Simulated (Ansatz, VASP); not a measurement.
**One calculation of WSe2, two programs**

```
W Se
1.0
     3.32048    0.00000    0.00000
    -1.66024    2.87562    0.00000
     0.00000    0.00000   24.82027
W Se
2 4
Cartesian
  1.6602 0.9585 3.8013
  0.0000 1.9171 21.0190
  0.0000 1.9171 5.4793
  1.6602 0.9585 22.6973
  0.0000 1.9171 2.1230
  1.6602 0.9585 19.3409
```

Alike in both runs: functional PBE; k mesh 12 × 12 × 2; occupations gaussian, width 0.02 eV; no spin polarisation.

Ansatz relaxed the structure, and its values are those at the end. VASP's run is a single point on that final structure, the one shown.

```csv
,VASP,Ansatz
version,VASP 6.6.1,Ansatz 0.2.0
potentials or method,"VASP PAW PBE potentials, release 64 (W_sv, Se), cutoff 520 eV","scalar-relativistic, plane waves, PAW"
valence electrons in the cell,52,92
```

```tsv
	VASP	Ansatz	Ansatz less VASP
gap on the k mesh at the Fermi level (eV)	1.54	1.54	+0.003
least direct gap on the mesh (eV)	1.54	1.54	+0.003
rms of the force components (eV/Å)	0.021	0.001	-0.0207
```

The functional is the same, so the differences come from potentials, cutoffs and numerics. VASP's potentials hold 52 valence electrons a cell and Ansatz's 92, so a difference there can come from the potentials and not from the codes.

Spin-orbit coupling is off throughout.
